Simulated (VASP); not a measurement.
# Sn4Se3S (I4/mmm) in VASP: single point with PBE

Aim: the single point of Sn4Se3S with PBE.

All numbers are computed with VASP 6.6.1; they aren't measurements. Logs are shortened: lines on timing, memory, paths and dates and some standing lists are left out, and cuts for length are marked.

### 1 The cell of the first run

It takes space group I4/mmm (No. 139, tetragonal). Conventional cell: a = 6.014 Å, b = 6.014 Å, c = 12.016 Å, α = 90.00°, β = 90.00°, γ = 90.00°. Within 4.0 Å of Sn (site symmetry mmm) lie 4 Se at 3.00 to 3.01 Å and 2 S at 3.01 Å. Sn (site symmetry 4mm) has 1 S at 2.92 Å and 5 Se at 3.01 to 3.08 Å within 3.9 Å. Within 4.0 Å of Se (site symmetry -4m2) lie 6 Sn at 3.00 to 3.01 Å. Within 4.0 Å of Se (site symmetry 4/mmm) lie 6 Sn at 3.01 to 3.08 Å. Within 3.9 Å of S (site symmetry 4/mmm) lie 6 Sn at 2.92 to 3.01 Å.

### 2 Single point, PBE

INCAR

```
  ALGO = Normal
  EDIFF = 1E-6
  ENCUT = 520
  GGA = PE
  ISIF = 2
  ISMEAR = 0
  LASPH = True
  LCHARG = False
  LREAL = False
  LWAVE = False
  NBANDS = 50
  NELM = 60
  PREC = Accurate
  SIGMA = 0.02
```

KPOINTS

```
k-points
0
Gamma
  8 8 8
```

POSCAR

```
Sn4Se3S
1.0
   -3.0069104603      3.0069104603      6.0081411057
    3.0069104603     -3.0069104603      6.0081411057
    3.0069104603      3.0069104603     -6.0081411057
Sn Se S
4 3 1
Direct
    0.5000000000      0.0000000000      0.5000000000
    0.2567227673      0.2567227673      0.0000000000
    0.0000000000      0.5000000000      0.5000000000
    0.7432772327      0.7432772327      0.0000000000
    0.7500000000      0.2500000000      0.5000000000
    0.2500000000      0.7500000000      0.5000000000
    0.0000000000      0.0000000000      0.0000000000
    0.5000000000      0.5000000000      0.0000000000
```

Potentials or basis: VASP PAW PBE potentials, release 64 (Sn_d, Se, S).

Started as:

```bash
> cat potpaw_PBE.64/Sn_d/POTCAR potpaw_PBE.64/Se/POTCAR potpaw_PBE.64/S/POTCAR > POTCAR
> mpirun -np 1 vasp_std > vasp.out
```

OUTCAR:

```text
EDIFF = 1E-6
   ENCUT = 520
   GGA = PE
   ISIF = 2
   ISMEAR = 0
   LASPH = True
   LREAL = False
   NELM = 60
   PREC = Accurate

 ion  position               nearest neighbor table
   1  0.500  0.000  0.500-   5 3.00   6 3.00   7 3.01   8 3.01   8 3.01   7 3.01
   2  0.257  0.257  0.000-   8 2.92   6 3.01   5 3.01   6 3.01   5 3.01   7 3.08
   3  0.000  0.500  0.500-   5 3.00   6 3.00   7 3.01   8 3.01   7 3.01   8 3.01
   4  0.743  0.743  0.000-   8 2.92   5 3.01   6 3.01   5 3.01   6 3.01   7 3.08
   5  0.750  0.250  0.500-   1 3.00   3 3.00   2 3.01   4 3.01   2 3.01   4 3.01
   6  0.250  0.750  0.500-   1 3.00   3 3.00   2 3.01   4 3.01   2 3.01   4 3.01
   7  0.000  0.000  0.000-   1 3.01   3 3.01   3 3.01   1 3.01   2 3.08   4 3.08
   8  0.500  0.500  0.000-   2 2.92   4 2.92   3 3.01   1 3.01   1 3.01   3 3.01

  LATTYP: Found a body centered tetragonal cell.
 ALAT       =     6.0138209206
 C/A-ratio  =     1.9981110795

  Lattice vectors:

 A1 = (  -3.0069104603,   3.0069104603,   6.0081411057)
 A2 = (   3.0069104603,  -3.0069104603,   6.0081411057)
 A3 = (   3.0069104603,   3.0069104603,  -6.0081411057)

Analysis of symmetry for initial positions (statically):
=====================================================================
 Subroutine PRICEL returns:
 Original cell was already a primitive cell.

 Routine SETGRP: Setting up the symmetry group for a
 body centered tetragonal supercell.

 Subroutine GETGRP returns: Found 16 space group operations
 (whereof 16 operations were pure point group operations)
 out of a pool of 16 trial point group operations.

The static configuration has the point symmetry D_4h.

Analysis of symmetry for dynamics (positions and initial velocities):
=====================================================================
 Subroutine PRICEL returns:
 Original cell was already a primitive cell.

 Routine SETGRP: Setting up the symmetry group for a
 body centered tetragonal supercell.

 Subroutine GETGRP returns: Found 16 space group operations
 (whereof 16 operations were pure point group operations)
 out of a pool of 16 trial point group operations.

The dynamic configuration has the point symmetry D_4h.

 Subroutine INISYM returns: Found 16 space group operations
 (whereof 16 operations are pure point group operations),
 and found     1 'primitive' translations

----------------------------------------------------------------------------------------

                                     Primitive cell

  volume of cell :     217.2907

  direct lattice vectors                    reciprocal lattice vectors
    -3.006910460  3.006910460  6.008141106     0.000000000  0.166283635  0.083220416
     3.006910460 -3.006910460  6.008141106     0.166283635  0.000000000  0.083220416
     3.006910460  3.006910460 -6.008141106     0.166283635  0.166283635  0.000000000

  length of vectors
     7.360759511  7.360759511  7.360759511     0.185945919  0.185945919  0.235160571

  position of ions in fractional coordinates (direct lattice)
     0.500000000  0.000000000  0.500000000
     0.256722767  0.256722767  0.000000000
     0.000000000  0.500000000  0.500000000
     0.743277233  0.743277233  0.000000000
     0.750000000  0.250000000  0.500000000
     0.250000000  0.750000000  0.500000000
     0.000000000  0.000000000  0.000000000
     0.500000000  0.500000000  0.000000000

  ion indices of the primitive-cell ions
   primitive index   ion index
                 1           1
                 2           2
                 3           3
                 4           4
                 5           5
                 6           6
                 7           7
                 8           8

----------------------------------------------------------------------------------------

 KPOINTS: k-points

Automatic generation of k-mesh.
 Grid dimensions read from file:
 generate k-points for:    8    8    8

 Generating k-lattice:

  Cartesian coordinates                     Fractional coordinates (reciprocal lattice)
     0.000000000  0.020785454  0.010402552     0.125000000 -0.000000000  0.000000000
     0.020785454  0.000000000  0.010402552    -0.000000000  0.125000000  0.000000000
     0.020785454  0.020785454  0.000000000     0.000000000  0.000000000  0.125000000

  Length of vectors
     0.023243240  0.023243240  0.029395071

  Shift w.r.t. Gamma in fractional coordinates (k-lattice)
     0.000000000  0.000000000  0.000000000

 Subroutine IBZKPT returns following result:
 ===========================================

 Found     59 irreducible k-points:

 Following reciprocal coordinates:
            Coordinates               Weight
  0.000000  0.000000  0.000000      1.000000
  0.125000  0.000000  0.000000      8.000000
  0.250000  0.000000  0.000000      8.000000
  0.375000  0.000000  0.000000      8.000000
  0.500000  0.000000  0.000000      4.000000
  0.125000  0.125000  0.000000      8.000000
[... 16 lines left out ...]
  0.250000  0.125000  0.125000     16.000000
  0.375000  0.125000  0.125000      8.000000
 [... further k-points ...]
   k-points           NKPTS =     59   k-points in BZ     NKDIM =     59   number of bands    NBANDS=     50
   number of dos      NEDOS =    301   number of ions     NIONS =      8
   total plane-waves  NPLWV = 175616
   dimension x,y,z NGX =    56 NGY =   56 NGZ =   56
   dimension x,y,z NGXF=   112 NGYF=  112 NGZF=  112
   ions per type =               4   3   1
   NGX,Y,Z   is equivalent  to a cutoff of  12.65, 12.65, 12.65 a.u.
   NGXF,Y,Z  is equivalent  to a cutoff of  25.30, 25.30, 25.30 a.u.
 SYSTEM =  unknown system
   PREC   = accura    normal or accurate (medium, high low for compatibility)
   ISTART =      0    job   : 0-new  1-cont  2-samecut
   ICHARG =      2    charge: 1-file 2-atom 10-const
   ISPIN  =      1    spin polarized calculation?
   LNONCOLLINEAR =      F non collinear calculations
   LSORBIT =      F    spin-orbit coupling
   LASPH  =      T    aspherical Exc in radial PAW
   ENCUT  =  520.0 eV  38.22 Ry    6.18 a.u.  13.69 13.69 13.69*2*pi/ulx,y,z
   NELM   =     60;   NELMIN=  2; NELMDL= -5     # of ELM steps
   EDIFF  = 0.1E-05   stopping-criterion for ELM
   LREAL  =      F    real-space projection
   EDIFFG = 0.1E-04   stopping-criterion for IOM
   NSW    =      0    number of steps for IOM
   IBRION =     -1    ionic relax: 0-MD 1-quasi-New 2-CG
   NFREE  =      0    steps in history (QN), initial steepest desc. (CG)
   ISIF   =      2    stress and relaxation
   ISYM   =      2    0-nonsym 1-usesym 2-fastsym
   POTIM  = 0.5000    time-step for ionic-motion
   TEBEG  =    0.0;   TEEND  =   0.0 temperature during run
   PSTRESS=    0.0 pullay stress
   NELECT =      80.0000    total number of electrons
   NUPDOWN=      -1.0000    fix difference up-down
   EMIN   =  10.00;   EMAX   =-10.00  energy-range for DOS
   EFERMI =   0.00;   METHOD = LEGACY
   ISMEAR =     0;   SIGMA  =   0.02  broadening in eV -4-tet -1-fermi 0-gaus
   EFERMI_NEDOS =   21; number of points for ismear=-14 and -15
   IALGO  =     38    algorithm
   IMIX   =      4    mixing-type and parameters
     AMIX     =   0.40;   BMIX     =  1.00
     AMIX_MAG =   1.60;   BMIX_MAG =  1.00
  volume/ion in A,a.u.               =      27.16       183.29
  Fermi-wavevector in a.u.,A,eV,Ry     =   1.173342  2.217294 18.731555  1.376730
  Thomas-Fermi vector in A             =   2.309756
   LORBIT       =      0    0 simple, 1 ext, 2 COOP (PROOUT), +10 PAW based schemes
   GGA     = PE    functional components
   LHFCALC =     F    Hartree Fock is set to
   AEXX    =    0.0000 exact exchange contribution
   IVDW    =     0    specifies the selected vdW correction
   LEPSILON=     F    determine dielectric tensor
   LRPA    =     F    only Hartree local field effects (RPA)
 non-spin polarized calculation
 Gauss-broadening in eV      SIGMA  =   0.02
  energy-cutoff  :      520.00
  volume of cell :      217.29
 maximum number of plane-waves:      5880
   NGX = 27   NGY = 27   NGZ = 27

 number of electron      79.9999989 magnetization

 Free energy of the ion-electron system (eV)
  ---------------------------------------------------
  ext. energy  EPLUGINS =         0.00000000
  ---------------------------------------------------
  free energy    TOTEN  =       -33.36363167 eV

  energy without entropy =      -33.36363167  energy(sigma->0) =      -33.36363167

 E-fermi :   5.7520     XC(G=0):  -9.5438

 val. band max:        5.6802149180   @ k =   0.3750   0.3750   0.1250
 cond. band min:       5.8237324033   @ k =   0.3750   0.3750   0.1250
 fundamental gap:      0.1435174853
 Fermi energy:         5.7519814463

 k-point     1 :       0.0000    0.0000    0.0000
  band No.  band energies     occupation
      1     -16.0811      2.00000
      2     -16.0723      2.00000
      3     -16.0681      2.00000
      4     -16.0641      2.00000
      5     -16.0641      2.00000
      6     -16.0638      2.00000
[... 42 lines left out ...]
     49      10.3853      0.00000
     50      10.3855      0.00000

 k-point     2 :       0.1250    0.0000    0.0000
  band No.  band energies     occupation
      1     -16.0800      2.00000
      2     -16.0714      2.00000
      3     -16.0673      2.00000
      4     -16.0659      2.00000
      5     -16.0642      2.00000
      6     -16.0628      2.00000
[... 42 lines left out ...]
     49      10.2064      0.00000
     50      10.4235      0.00000

 k-point     3 :       0.2500    0.0000    0.0000
  band No.  band energies     occupation
      1     -16.0773      2.00000
      2     -16.0690      2.00000
      3     -16.0671      2.00000
      4     -16.0650      2.00000
      5     -16.0645      2.00000
      6     -16.0627      2.00000
[... 1102 lines left out ...]
     49       8.7519      0.00000
     50       8.9493      0.00000

 k-point    24 :       0.3750    0.1250    0.1250
  band No.  band energies     occupation
      1     -16.0705      2.00000
      2     -16.0689      2.00000
      3     -16.0650      2.00000
      4     -16.0634      2.00000
      5     -16.0618      2.00000
      6     -16.0609      2.00000
[... 42 lines left out ...]
     49       8.6328      0.00000
     50       8.6676      0.00000

 [... further k-points ...]
[... 5 lines left out ...]
  --------------------------------------------------------------------------------------
  -------------------------------------------------------------------------------------
  Total        0.0129471      0.0129471      0.0003662      0.0000000      0.0000000      0.0000000
  in kB        0.0954647      0.0954647      0.0027001      0.0000000      0.0000000      0.0000000
  external PRESSURE =       0.0645432 kB  Pullay stress =       0.0000000 kB

 VOLUME and BASIS-vectors are now :
 -----------------------------------------------------------------------------
  energy-cutoff  :      520.00
  volume of cell :      217.29
      direct lattice vectors                 reciprocal lattice vectors
    -3.006910460  3.006910460  6.008141106     0.000000000  0.166283635  0.083220416
     3.006910460 -3.006910460  6.008141106     0.166283635  0.000000000  0.083220416
     3.006910460  3.006910460 -6.008141106     0.166283635  0.166283635  0.000000000

 POSITION                                       TOTAL-FORCE (eV/Angst)
 -----------------------------------------------------------------------------------
      0.00000      3.00691      0.00000         0.000000      0.000000      0.000000
      0.00000      0.00000      3.08485         0.000000      0.000000      0.007003
      3.00691      0.00000      0.00000         0.000000      0.000000      0.000000
      0.00000      0.00000      8.93143        -0.000000     -0.000000     -0.007003
      0.00000      3.00691      3.00407         0.000000      0.000000      0.000000
      3.00691      0.00000      3.00407         0.000000      0.000000      0.000000
      0.00000      0.00000      0.00000         0.000000      0.000000      0.000000
      0.00000      0.00000      6.00814         0.000000      0.000000      0.000000
 -----------------------------------------------------------------------------------
    total drift:                                0.000000      0.000000     -0.000000

  FREE ENERGIE OF THE ION-ELECTRON SYSTEM (eV)
  ---------------------------------------------------
  free  energy   TOTEN  =       -33.3636316704 eV

  energy  without entropy=      -33.3636316700  energy(sigma->0) =      -33.36363167
```

It took 27 min on 1 thread of Intel Xeon 8259CL, shared host; peak memory 0.78 GiB.

What came out:

```yaml
Free_energy: -33.3636 eV
Pressure: 0.0 GPa
Largest_force: 0.007 eV/Å
Band_gap_on_the_k_mesh: 0.14 eV
```

Forces on the atoms (eV/Å):
```
Sn   0.000  0.000  0.000
Sn   0.000  0.000  0.007
Sn   0.000  0.000  0.000
Sn   0.000  0.000 -0.007
Se   0.000  0.000  0.000
Se   0.000  0.000  0.000
Se   0.000  0.000  0.000
S    0.000  0.000  0.000
```

Caveat: semilocal functionals underestimate gaps, and a narrow one can read as zero; spin-orbit coupling is left out, which moves the levels of the heavy elements.
